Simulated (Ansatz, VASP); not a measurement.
# Cu: VASP beside Ansatz

The input INCAR:

```
PREC     = Accurate       # precision mode
ENCUT    = 520            # plane-wave cutoff, eV
EDIFF    = 1E-7           # SCF threshold, eV
ISMEAR   = -1             # smearing method
SIGMA    = 0.05           # smearing width, eV
LREAL    = F              # projectors in reciprocal space
LASPH    = T              # aspherical terms in the spheres
NELM     = 100            # most SCF steps
ALGO     = Normal         # electronic algorithm
ISIF     = 2              # what is computed and relaxed
LWAVE    = F              # write WAVECAR
LCHARG   = T              # write CHGCAR
GGA      = PS             # functional
LELF     = T              # ELF
LVHAR    = T            
NBANDS   = 12             # bands
```

The input KPOINTS:

```
Automatic mesh
0
Gamma
  14 14 14
```

Contents of POSCAR:

```
Cu
1.0
   -1.4664495488      1.4664495488      1.3986437151
    1.4664495488     -1.4664495488      1.3986437151
    1.4664495488      1.4664495488     -1.3986437151
Cu
1
Direct
    0.0000000000      0.0000000000      0.0000000000
```

Input for Ansatz:

```yaml
crystal:
  lattice:
    - [-1.466449548837973, 1.466449548837973, 1.3986437150821405]
    - [1.466449548837973, -1.466449548837973, 1.3986437150821405]
    - [1.466449548837973, 1.466449548837973, -1.3986437150821405]
  atoms:
    - { symbol: Cu, position: [0.0, 0.0, 0.0] }
basis:
  ecutwfc: 420.0
kpoints:
  mp_grid:
    grid: [14, 14, 14]
hamiltonian:
  xc: pbesol
  pseudopotentials:
    kind: paw
scf:
  occupations:
    method: fermi_dirac
    width: 0.05
output:
  stress: true
```

Alike in both runs: task single point; functional PBEsol; k mesh 14 × 14 × 14; occupations fermi-dirac, width 0.05 eV; no spin polarisation.

|  | VASP | Ansatz |
| --- | --- | --- |
| version | VASP 6.6.1 | Ansatz 0.2.0 |
| potentials or method | VASP PAW PBE potentials, release 64 (Cu), cutoff 520 eV | plane waves, PAW |
| valence electrons in the cell | 11 | 19 |

```csv
,VASP,Ansatz,Ansatz less VASP
pressure (GPa),-7.6,-8.3,-0.71
"traceless stress, the component that is largest in VASP (GPa)",-0.40,-0.41,-0.007
```

VASP's potentials were made for PBE, not for PBEsol. The functional is the same, so the differences come from potentials, cutoffs and numerics. VASP's potentials hold 11 valence electrons a cell and Ansatz's 19, so a difference there can come from the potentials and not from the codes.
